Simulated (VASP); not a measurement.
Crystal: ZnSe.

```
Zn Se
1.0
     4.04220    0.00000    0.00000
     0.00000    4.04220    0.00000
     0.00000    0.00000    5.57150
Zn Se
2 2
Cartesian
  0.0000 0.0000 0.0000
  2.0211 2.0211 0.0000
  0.0000 2.0211 1.5584
  2.0211 0.0000 4.0131
```

Base run:

```yaml
Program: VASP 6.6.1
Functional: LDA
Potentials_or_basis: VASP PAW LDA potentials, release 64 (Zn, Se)
Cutoff: 520 eV
k_mesh: 8 × 8 × 6, shifted
Occupations: gaussian, width 0.05 eV
Spin: no spin polarisation
```

Its results: band gap on the k mesh 2.03 eV, direct; pressure -4.9 GPa; largest force 0.917 eV/Å.

Q: The run is repeated on the same cell with these changes: k mesh from 8 × 8 × 6, shifted to 8 × 8 × 6. What comes out?

A: Band gap on the k mesh 1.36 eV, direct; pressure -4.9 GPa; largest force 0.919 eV/Å.

A k mesh can miss the band edges.
